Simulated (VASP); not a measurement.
Input of a VASP 6.6.1 run:

File INCAR:

```
PREC = Accurate
ENCUT = 520
EDIFF = 1E-6
ISMEAR = -1
SIGMA = 0.1379
LREAL = False
LASPH = True
NELM = 120
ALGO = Normal
ISIF = 2
LWAVE = False
LCHARG = False
GGA = PE
ISYM = -1
NBANDS = 41
GGA_COMPAT = False
```

The input KPOINTS:

```
explicit points
1
Reciprocal
  0.25000000   0.25000000   0.25000000 1
```

POSCAR

```
SiC6
1.0
    5.2607330000     -0.0401340000      0.1481530000
   -0.0401340000      5.1317960000      0.1176100000
    0.1481530000      0.1176100000      5.3357620000
Si C
2 12
Direct
    0.4856152844      0.9274346758      0.7585760097
    1.0045362997      0.5509947640      0.1297196988
    0.7188804088      0.7947171441      0.4896376614
    0.5196894389      0.6900813502      0.0677026042
    0.2669659668      0.0802135329      0.2187307600
    0.2628976376      0.7915967494      0.1607099853
    0.5662872110      0.4388549784      1.0050433503
    0.9731600629      0.7243471301      0.6313587359
   -0.0296599630      0.4314117600      0.7815192798
    0.7054338646      0.7278196914      0.2494320367
    0.1046994388      0.9388067305      0.7091606418
    0.0686066205      0.2359711209      0.6191123517
    0.1303374288      0.2585664870      0.3380282168
    0.4720269006      0.2068117746      1.0136594672
```

Potentials or basis: VASP PAW PBE potentials, release 64 (Si, C).

Command:

```bash
$ cat potpaw_PBE.64/Si/POTCAR potpaw_PBE.64/C/POTCAR > POTCAR
$ mpirun -np 1 vasp_std > vasp.out
```

(1) Estimate the pressure.

(2) What does it give for the largest force?

## Answers

(1) -8.8 GPa.

(2) 6.071 eV/Å.

Caveat: the atoms stand as in a frame of molecular dynamics.
